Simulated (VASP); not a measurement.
Write the native input for VASP 6.6.1 that does the following.

| Property | Result |
| --- | --- |
| Task | single point |
| Functional | PBE |
| Potentials or basis | VASP PAW PBE potentials, release 64 (Dy_3, Ga_d, S), 4f in core |
| Cutoff | 500 eV |
| k mesh | 4 × 4 × 4 |
| Occupations | gaussian, width 0.2 eV |
| Spin | no spin polarisation |
| Dipole correction | no |
| Further INCAR settings | ALGO = Normal; EDIFF = 1e-06; NBANDS = 35 |

The structure of Dy3GaS2 lies in POSCAR:

```
Dy3GaS2
1.0
    3.6619472360      2.1142262238      3.7039358228
   -3.6619472360      2.1142262238      3.7039358228
    0.0000000000     -4.2284524435      3.7039358252
Dy Ga S
3 1 2
Direct
    0.5000000000      0.5000000000      0.0000000000
    0.0000000000      0.5000000000      0.5000000000
    0.5000000000      0.0000000000      0.5000000000
    0.5000000000      0.5000000000      0.5000000000
    0.8276949731      0.8276949731      0.8276949731
    0.1723050269      0.1723050269      0.1723050269
```

The cell was generated, and may not be a known phase.

The input as run:

INCAR

```
ALGO = Normal
EDIFF = 1E-6
ENCUT = 500
GGA = PE
GGA_COMPAT = F
ISIF = 2
ISMEAR = 0
LASPH = T
LCHARG = F
LMAXMIX = 6
LREAL = F
LWAVE = F
NBANDS = 35
NELM = 200
PREC = Accurate
SIGMA = 0.2
```

KPOINTS

```
k-points
0
Gamma
  4 4 4
```

Potentials or basis: VASP PAW PBE potentials, release 64 (Dy_3, Ga_d, S), 4f in core.

Run with:

```sh
$ cat potpaw_PBE.64/Dy_3/POTCAR potpaw_PBE.64/Ga_d/POTCAR potpaw_PBE.64/S/POTCAR > POTCAR
$ mpirun -np 1 vasp_std > vasp.out
```

It gave:

- Pressure: 0.2 GPa
- Largest force: 0.027 eV/Å
- Band gap on the k mesh: zero (bands 26 and 27 overlap by 0.05 eV)

Caveat: spin-orbit coupling is left out, which moves the levels of the heavy elements; the 4f electrons are frozen in the core, so they carry no moment and show no levels; the run has no spin polarisation, though such a crystal can be magnetic.

It took 42 s on 1 thread of AMD EPYC 9R45 96-Core Processor (Zen 5), on a shared host, peak memory 0.26 GiB.
